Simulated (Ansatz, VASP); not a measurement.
NaI: VASP beside Ansatz

File POSCAR:

```
NaI
1.0
   -2.2145130000      2.2145130000      8.3637720000
    2.2145130000     -2.2145130000      8.3637720000
    2.2145130000      2.2145130000     -8.3637720000
Na I
2 2
Direct
    0.2500000000      0.7500000000      0.5000000000
    0.5000000000      0.5000000000      0.0000000000
    0.7500000000      0.2500000000      0.5000000000
    0.0000000000      0.0000000000      0.0000000000
```

INCAR.step1

```
ALGO = Normal
EDIFF = 1E-4
ENCUT = 520
GGA = PE
ISMEAR = -1
LASPH = T
LCHARG = F
LREAL = F
LWAVE = T
NBANDS = 22
NELM = 100
PREC = Accurate
SIGMA = 0.02
```

INCAR.step2

```
ALGO = Normal
EDIFF = 1E-6
ENCUT = 520
ISIF = 2
ISMEAR = -1
ISTART = 1
LASPH = T
LCHARG = F
LMIXTAU = T
LREAL = F
LWAVE = F
METAGGA = R2SCAN
NBANDS = 22
NELM = 100
PREC = Accurate
SIGMA = 0.02
```

File KPOINTS:

```
k-points
0
Gamma
  6 6 6
```

Input for Ansatz:

```yaml
crystal:
  lattice:
    - [-2.214513, 2.214513, 8.363772]
    - [2.214513, -2.214513, 8.363772]
    - [2.214513, 2.214513, -8.363772]
  atoms:
    - { symbol: Na, position: [0.25, 0.75, 0.5] }
    - { symbol: Na, position: [0.5, 0.5, 0.0] }
    - { symbol: I, position: [0.75, 0.25, 0.5] }
    - { symbol: I, position: [0.0, 0.0, 0.0] }
basis:
  ecutwfc: 520.0
kpoints:
  mp_grid:
    grid: [6, 6, 6]
hamiltonian:
  xc: r2scan
scf:
  occupations:
    method: fermi_dirac
    width: 0.02
output:
  stress: true
```

Alike in both runs: task single point; functional r2SCAN; k mesh 6 × 6 × 6; occupations fermi-dirac, width 0.02 eV; no spin polarisation.

```csv
,VASP,Ansatz
version,VASP 6.6.1,Ansatz 0.2.0
potentials or method,"VASP PAW PBE potentials, release 64 (Na_pv, I), cutoff 520 eV","plane waves, PAW"
valence electrons in the cell,28,52
```

```tsv
	VASP	Ansatz	Ansatz less VASP
pressure (GPa)	-0.3	-0.3	+0.06
traceless stress, the component that is largest in VASP (GPa)	0.09	0.06	-0.037
```

VASP's potentials were made for PBE, not for r2SCAN. The functional is the same, so the differences come from potentials, cutoffs and numerics. VASP's potentials hold 28 valence electrons a cell and Ansatz's 52, so a difference there can come from the potentials and not from the codes.

Spin-orbit coupling is off throughout.
